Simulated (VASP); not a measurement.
A run of VASP 6.6.1 is set up as follows.

POSCAR

```
CaO
1.0
    0.0000000000      2.4490000000      2.3510400000
    2.4490000000      0.0000000000      2.3510400000
    2.4490000000      2.4490000000      0.0000000000
Ca O
1 1
Direct
    0.0000000000      0.0000000000      0.0000000000
    0.5000000000      0.5000000000      0.5000000000
```

The input INCAR.step1:

```
PREC = Accurate
ENCUT = 520
ISMEAR = 0
SIGMA = 0.05
LREAL = False
LASPH = True
NELM = 100
NBANDS = 15
GGA = PE
ALGO = Normal
EDIFF = 1E-4
LWAVE = True
LCHARG = False
```

The input INCAR.step2:

```
PREC = Accurate
ENCUT = 520
EDIFF = 1E-6
ISMEAR = 0
SIGMA = 0.05
LREAL = False
LASPH = True
NELM = 100
ALGO = Normal
ISIF = 2
LWAVE = False
LCHARG = False
METAGGA = R2SCAN
LMIXTAU = True
NBANDS = 15
ISTART = 1
```

Contents of KPOINTS:

```
Automatic mesh
0
Gamma
  8 8 8
```

Potentials or basis: VASP PAW PBE potentials, release 64 (Ca_sv, O).

The run is started by

```console
$ cat potpaw_PBE.64/Ca_sv/POTCAR potpaw_PBE.64/O/POTCAR > POTCAR
$ cp INCAR.step1 INCAR
$ mpirun -np 1 vasp_std > vasp.out
$ cp INCAR.step2 INCAR
$ mpirun -np 1 vasp_std > vasp.out
```

(1) Predict the band gap on the k mesh.

(2) Estimate the pressure.

Answers

(1) 4.03 eV, indirect (least direct gap 4.54 eV).

(2) -1.2 GPa.

Caveat: the cell differs from its parent crystal (strain +0.000 along x and y, -0.040 along z); the PAW data sets were made with another functional, which shifts forces and pressure a little.
